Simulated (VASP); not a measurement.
Input of a VASP 6.6.1 run:

INCAR

```
PREC     = Accurate       # precision mode
ENCUT    = 520            # plane-wave cutoff, eV
EDIFF    = 1E-7           # SCF threshold, eV
ISMEAR   = 0              # smearing method
SIGMA    = 0.15           # smearing width, eV
LREAL    = F              # projectors in reciprocal space
LASPH    = T              # aspherical terms in the spheres
NELM     = 100            # most SCF steps
ALGO     = Fast           # electronic algorithm
ISIF     = 2              # what is computed and relaxed
LWAVE    = F              # write WAVECAR
LCHARG   = F              # write CHGCAR
GGA      = PE             # functional
NBANDS   = 66             # bands
```

The input KPOINTS:

```
Automatic mesh
0
Gamma
  12 12 12
```

File POSCAR:

```
Mo
1.0
   -3.1420000000     -3.1420000000      3.1420000000
   -3.1420000000      3.1420000000     -3.1420000000
    3.1420000000     -3.1420000000     -3.1420000000
Mo
8
Direct
    0.5063653724      0.5063653724      0.5000000000
    0.0000000000      0.5000000000      0.5000000000
    0.5000000000      0.0000000000      0.5000000000
    0.0000000000      0.0000000000      0.5000000000
    0.5000000000      0.5000000000      0.0000000000
    0.0000000000      0.5000000000      0.0000000000
    0.5000000000      0.0000000000      0.0000000000
    0.0000000000      0.0000000000      0.0000000000
```

Potentials or basis: VASP PAW PBE potentials, release 64 (Mo_sv).

Run with:

```bash
$ cat potpaw_PBE.64/Mo_sv/POTCAR > POTCAR
$ mpirun -np 1 vasp_std > vasp.out
```

(1) Predict the largest force.

(2) Estimate the pressure.

(3) What does it give for the band gap on the k mesh?

## Answers

(1) 0.518 eV/Å.

(2) 5.4 GPa.

(3) zero (bands 56 and 57 overlap by 2.29 eV).

Caveat: the cell differs from its parent crystal (atom 1 (Mo) moved -0.040 Å along Cartesian [1 0 0]); the cell stands under pressure.
